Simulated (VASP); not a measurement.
# Sc in VASP: a series of runs

The runs below take Sc through single point, with PBE.

All numbers are computed with VASP 6.6.1; they aren't measurements. Logs are shortened: lines on timing, memory, paths and dates and some standing lists are left out, and cuts for length are marked.

**1. The cell of the first run**

The cell holds a slab with vacuum, 1 atom: a = 3.270 Å, b = 3.270 Å, c = 16.000 Å, α = 90.00°, β = 90.00°, γ = 90.00°.

**2. Single point, PBE**

INCAR

```
PREC = Accurate ; ENCUT = 520
EDIFF = 1E-6 ; ISMEAR = -1
SIGMA = 0.08 ; LREAL = False
LASPH = True ; NELM = 100
ALGO = Normal ; ISIF = 2
LWAVE = False ; LCHARG = False
LDIPOL = True ; IDIPOL = 3
DIPOL = 0.5 0.5 0.500 ; GGA = PE
NBANDS = 12
```

KPOINTS

```
Automatic mesh
0
Gamma
  11 11 1
```

POSCAR

```
Sc
1.0
    3.2704168980      0.0000000000      0.0000000000
    0.0000000000      3.2704168980      0.0000000000
    0.0000000000      0.0000000000     16.0000000000
Sc
1
Direct
    0.0000000000      0.0000000000      0.5000000000
```

Potentials or basis: VASP PAW PBE potentials, release 64 (Sc_sv).

Run with:

```sh
> cat potpaw_PBE.64/Sc_sv/POTCAR > POTCAR
> mpirun -np 1 vasp_std > vasp.out
```

OUTCAR:

```text
PREC = Accurate
   ENCUT = 520
   EDIFF = 1E-6
   ISMEAR = -1
   LREAL = False
   LASPH = True
   NELM = 100
   ISIF = 2
   GGA = PE

 ion  position               nearest neighbor table
   1  0.000  0.000  0.500-

  LATTYP: Found a simple tetragonal cell.
 ALAT       =     3.2704168980
 C/A-ratio  =     4.8923426276

  Lattice vectors:

 A1 = (   3.2704168980,   0.0000000000,   0.0000000000)
 A2 = (   0.0000000000,   3.2704168980,   0.0000000000)
 A3 = (   0.0000000000,   0.0000000000,  16.0000000000)

Analysis of symmetry for initial positions (statically):
=====================================================================
 Subroutine PRICEL returns:
 Original cell was already a primitive cell.

 Routine SETGRP: Setting up the symmetry group for a
 simple tetragonal supercell.

 Subroutine GETGRP returns: Found 16 space group operations
 (whereof 16 operations were pure point group operations)
 out of a pool of 16 trial point group operations.

The static configuration has the point symmetry D_4h.

Analysis of symmetry for dynamics (positions and initial velocities):
=====================================================================
 Subroutine PRICEL returns:
 Original cell was already a primitive cell.

 Routine SETGRP: Setting up the symmetry group for a
 simple tetragonal supercell.

 Subroutine GETGRP returns: Found 16 space group operations
 (whereof 16 operations were pure point group operations)
 out of a pool of 16 trial point group operations.

The dynamic configuration has the point symmetry D_4h.

 Subroutine INISYM returns: Found 16 space group operations
 (whereof 16 operations are pure point group operations),
 and found     1 'primitive' translations

----------------------------------------------------------------------------------------

                                     Primitive cell

  volume of cell :     171.1300

  direct lattice vectors                    reciprocal lattice vectors
     3.270416898  0.000000000  0.000000000     0.305771414  0.000000000  0.000000000
     0.000000000  3.270416898  0.000000000     0.000000000  0.305771414  0.000000000
     0.000000000  0.000000000 16.000000000     0.000000000  0.000000000  0.062500000

  length of vectors
     3.270416898  3.270416898 16.000000000     0.305771414  0.305771414  0.062500000

  position of ions in fractional coordinates (direct lattice)
     0.000000000  0.000000000  0.500000000

  ion indices of the primitive-cell ions
[... 81 lines left out ...]
   NELECT =      11.0000    total number of electrons
   NUPDOWN=      -1.0000    fix difference up-down
   EMIN   =  10.00;   EMAX   =-10.00  energy-range for DOS
   EFERMI =   0.00;   METHOD = LEGACY
   ISMEAR =    -1;   SIGMA  =   0.08  broadening in eV -4-tet -1-fermi 0-gaus
   EFERMI_NEDOS =   21; number of points for ismear=-14 and -15
   IALGO  =     38    algorithm
   IMIX   =      4    mixing-type and parameters
     AMIX     =   0.40;   BMIX     =  1.00
     AMIX_MAG =   1.60;   BMIX_MAG =  1.00
  volume/ion in A,a.u.               =     171.13      1154.84
  Fermi-wavevector in a.u.,A,eV,Ry     =   0.655788  1.239260  5.851298  0.430058
  Thomas-Fermi vector in A             =   1.726775
   LORBIT       =      0    0 simple, 1 ext, 2 COOP (PROOUT), +10 PAW based schemes
   GGA     = PE    functional components
   LHFCALC =     F    Hartree Fock is set to
   AEXX    =    0.0000 exact exchange contribution
   IVDW    =     0    specifies the selected vdW correction
   LEPSILON=     F    determine dielectric tensor
   LRPA    =     F    only Hartree local field effects (RPA)
 non-spin polarized calculation
  energy-cutoff  :      520.00
  volume of cell :      171.13
 maximum number of plane-waves:      4642
   NGX = 13   NGY = 13   NGZ = 59

 number of electron      10.9999997 magnetization

 dipolmoment           0.000000      0.000000     -0.000000 electrons x Angstroem

 Free energy of the ion-electron system (eV)
  ---------------------------------------------------
  ext. energy  EPLUGINS =         0.00000000
  ---------------------------------------------------
  free energy    TOTEN  =        -4.29085474 eV

  energy without entropy =       -4.18883089  energy(sigma->0) =       -4.23984281

 E-fermi :  -2.1211     XC(G=0):  -2.6954

 val. band max:       -2.1434957229   @ k =   0.2727   0.0000   0.0000
 cond. band min:      -2.1040955157   @ k =   0.2727   0.0909   0.0000
 fundamental gap:      0.0394002071
 Fermi energy:        -2.1210722717

 k-point     1 :       0.0000    0.0000    0.0000
  band No.  band energies     occupation
      1     -52.6489      2.00000
      2     -31.5024      2.00000
      3     -31.0416      2.00000
      4     -31.0416      2.00000
      5      -5.5060      2.00000
      6      -2.3610      1.90506
      7      -2.0299      0.48472
      8      -1.9514      0.21425
      9      -0.3382      0.00000
     10      -0.3382      0.00000
     11       0.4499      0.00000
     12       0.8252      0.00000
[... 286 lines left out ...]
 k-point    21 :       0.4545    0.4545    0.0000
  band No.  band energies     occupation
      1     -52.6132      2.00000
      2     -31.4647      2.00000
      3     -31.2109      2.00000
      4     -31.2106      2.00000
      5      -2.8962      1.99988
      6      -1.6971      0.00994
      7      -1.6566      0.00600
      8      -0.7155      0.00000
      9       0.6351      0.00000
     10       1.1361      0.00000
     11       1.9318      0.00000
     12       4.4234      0.00000

------------------------ aborting loop because EDIFF is reached ----------------------------------------

 vacuum level on the upper side and lower side of the slab       (xc-potential included)        -0.158        -0.158

  FORCE on cell =-STRESS in cart. coord.  units (eV):
  Direction    XX          YY          ZZ          XY          YZ          ZX
  --------------------------------------------------------------------------------------
  -------------------------------------------------------------------------------------
  Total       -1.8340722     -1.8340722     -0.0084152      0.0000000      0.0000000      0.0000000
  in kB      -17.1712053    -17.1712053     -0.0787860      0.0000000      0.0000000      0.0000000
  external PRESSURE =     -11.4737322 kB  Pullay stress =       0.0000000 kB

 VOLUME and BASIS-vectors are now :
 -----------------------------------------------------------------------------
  energy-cutoff  :      520.00
  volume of cell :      171.13
      direct lattice vectors                 reciprocal lattice vectors
     3.270416898  0.000000000  0.000000000     0.305771414  0.000000000  0.000000000
     0.000000000  3.270416898  0.000000000     0.000000000  0.305771414  0.000000000
     0.000000000  0.000000000 16.000000000     0.000000000  0.000000000  0.062500000

 POSITION                                       TOTAL-FORCE (eV/Angst)
 -----------------------------------------------------------------------------------
      0.00000      0.00000      8.00000         0.000000      0.000000      0.000000
 -----------------------------------------------------------------------------------
    total drift:                                0.000000      0.000000     -0.000000

  FREE ENERGIE OF THE ION-ELECTRON SYSTEM (eV)
  ---------------------------------------------------
  free  energy   TOTEN  =        -4.2908547353 eV

  energy  without entropy=       -4.1888308915  energy(sigma->0) =       -4.23984281

 vacuum level on the upper side and lower side of the slab         1.124         1.124
```

OSZICAR:

```text
N       E                     dE             d eps       ncg     rms          rms(c)
DAV:   1     0.100020614651E+03    0.10002E+03   -0.51072E+03   688   0.617E+02
DAV:   2    -0.238822953775E+01   -0.10241E+03   -0.10114E+03   528   0.230E+02
DAV:   3    -0.495491813320E+01   -0.25667E+01   -0.23537E+01   872   0.465E+01
[... 11 lines left out ...]
DAV:  15    -0.429074326006E+01   -0.11261E-03   -0.27836E-05   528   0.133E-02    0.257E-03
DAV:  16    -0.429081957940E+01   -0.76319E-04   -0.60024E-06   568   0.115E-02    0.260E-03
DAV:  17    -0.429084815304E+01   -0.28574E-04   -0.38024E-06   608   0.947E-03    0.740E-04
DAV:  18    -0.429085417380E+01   -0.60208E-05   -0.64898E-07   544   0.196E-03    0.199E-04
DAV:  19    -0.429085473535E+01   -0.56154E-06   -0.32636E-08   428   0.903E-04
   1 F= -.42908547E+01 E0= -.42398428E+01  d E =-.102024E+00
```

stdout:

```text
POSCAR found type information on POSCAR Sc
 POSCAR found :  1 types and       1 ions
 scaLAPACK will be used
 LDA part: xc-table for (Slater+PW92), standard interpolation
 POSCAR, INCAR and KPOINTS ok, starting setup
 FFT: planning ... GRIDC
 FFT: planning ... GRID_SOFT
 FFT: planning ... GRID
 WAVECAR not read
 entering main loop
```

Wall time 53 s (1 thread of Intel Xeon Platinum 8259CL at 2.50GHz (Skylake/Cascade Lake), shared host); peak memory 0.25 GiB.

What came out:

| Property | Result |
| --- | --- |
| Free energy | -4.2909 eV |
| Band gap on the k mesh | zero (an odd number of electrons rules out a gap without spin polarisation) |

Levels at points of the mesh, in eV from the Fermi level:
```
           k point  band 3  band 4  band 5  band 6  band 7  band 8
(0.00, 0.00, 0.00)  -28.92  -28.92   -3.38   -0.24    0.09    0.17
```

**3. Single point, PBE**

INCAR

```
SYSTEM = Sc
PREC = Accurate
ENCUT = 520
EDIFF = 1E-6
ISMEAR = -1
SIGMA = 0.08
LREAL = .FALSE.
LASPH = .TRUE.
NELM = 80
ALGO = Normal
ISIF = 2
LWAVE = .FALSE.
LCHARG = .FALSE.
LDIPOL = .TRUE.
IDIPOL = 3
DIPOL = 0.5 0.5 0.500
GGA = PE
NBANDS = 12
```

KPOINTS

```
regular mesh
0
G
  11 11 1
  0 0 0
```

POSCAR is that of step 2.

Potentials or basis: VASP PAW PBE potentials, release 64 (Sc_sv).

Run with:

```sh
> cat potpaw_PBE.64/Sc_sv/POTCAR > POTCAR
> mpirun -np 1 vasp_std > vasp.out
```

OUTCAR:

```text
SYSTEM = Sc
   PREC = Accurate
   ENCUT = 520
   EDIFF = 1E-6
   ISMEAR = -1
   LREAL = .FALSE.
   LASPH = .TRUE.
   NELM = 80
   ISIF = 2
   GGA = PE

 ion  position               nearest neighbor table
   1  0.000  0.000  0.500-

  LATTYP: Found a simple tetragonal cell.
 ALAT       =     3.2704168980
 C/A-ratio  =     4.8923426276

  Lattice vectors:

 A1 = (   3.2704168980,   0.0000000000,   0.0000000000)
 A2 = (   0.0000000000,   3.2704168980,   0.0000000000)
 A3 = (   0.0000000000,   0.0000000000,  16.0000000000)

Analysis of symmetry for initial positions (statically):
=====================================================================
 Subroutine PRICEL returns:
 Original cell was already a primitive cell.

 Routine SETGRP: Setting up the symmetry group for a
 simple tetragonal supercell.

 Subroutine GETGRP returns: Found 16 space group operations
 (whereof 16 operations were pure point group operations)
 out of a pool of 16 trial point group operations.

The static configuration has the point symmetry D_4h.
[... 168 lines left out ...]
      4     -31.0416      2.00000
      5      -5.5060      2.00000
      6      -2.3610      1.90506
      7      -2.0299      0.48472
      8      -1.9514      0.21425
      9      -0.3382      0.00000
     10      -0.3382      0.00000
     11       0.4499      0.00000
     12       0.8252      0.00000
[... 286 lines left out ...]
 k-point    21 :       0.4545    0.4545    0.0000
  band No.  band energies     occupation
      1     -52.6132      2.00000
      2     -31.4647      2.00000
      3     -31.2109      2.00000
      4     -31.2106      2.00000
      5      -2.8962      1.99988
      6      -1.6971      0.00994
      7      -1.6566      0.00600
      8      -0.7155      0.00000
      9       0.6351      0.00000
     10       1.1361      0.00000
     11       1.9318      0.00000
     12       4.4234      0.00000

------------------------ aborting loop because EDIFF is reached ----------------------------------------

 vacuum level on the upper side and lower side of the slab       (xc-potential included)        -0.158        -0.158

  FORCE on cell =-STRESS in cart. coord.  units (eV):
  Direction    XX          YY          ZZ          XY          YZ          ZX
  --------------------------------------------------------------------------------------
  -------------------------------------------------------------------------------------
  Total       -1.8340722     -1.8340722     -0.0084152      0.0000000      0.0000000      0.0000000
  in kB      -17.1712053    -17.1712053     -0.0787860      0.0000000      0.0000000      0.0000000
  external PRESSURE =     -11.4737322 kB  Pullay stress =       0.0000000 kB

 VOLUME and BASIS-vectors are now :
 -----------------------------------------------------------------------------
  energy-cutoff  :      520.00
  volume of cell :      171.13
      direct lattice vectors                 reciprocal lattice vectors
     3.270416898  0.000000000  0.000000000     0.305771414  0.000000000  0.000000000
     0.000000000  3.270416898  0.000000000     0.000000000  0.305771414  0.000000000
     0.000000000  0.000000000 16.000000000     0.000000000  0.000000000  0.062500000

 POSITION                                       TOTAL-FORCE (eV/Angst)
 -----------------------------------------------------------------------------------
      0.00000      0.00000      8.00000         0.000000      0.000000      0.000000
 -----------------------------------------------------------------------------------
    total drift:                                0.000000      0.000000     -0.000000

  FREE ENERGIE OF THE ION-ELECTRON SYSTEM (eV)
  ---------------------------------------------------
  free  energy   TOTEN  =        -4.2908547353 eV

  energy  without entropy=       -4.1888308915  energy(sigma->0) =       -4.23984281

 vacuum level on the upper side and lower side of the slab         1.124         1.124
```

stdout:

```text
POSCAR found type information on POSCAR Sc
 POSCAR found :  1 types and       1 ions
 scaLAPACK will be used
 LDA part: xc-table for (Slater+PW92), standard interpolation
 POSCAR, INCAR and KPOINTS ok, starting setup
 FFT: planning ... GRIDC
 FFT: planning ... GRID_SOFT
 FFT: planning ... GRID
 WAVECAR not read
 entering main loop
```

Run time: 50 s. Hardware: 1 thread of Intel Xeon Platinum 8259CL at 2.50GHz (Skylake/Cascade Lake), shared host; peak memory 0.25 GiB.

What came out:

| Item | Value |
| --- | --- |
| Free energy | -4.2909 eV |
| Band gap on the k mesh | zero (an odd number of electrons rules out a gap without spin polarisation) |

The gap in the log of VASP goes by the Fermi energy; the results here count the filled bands.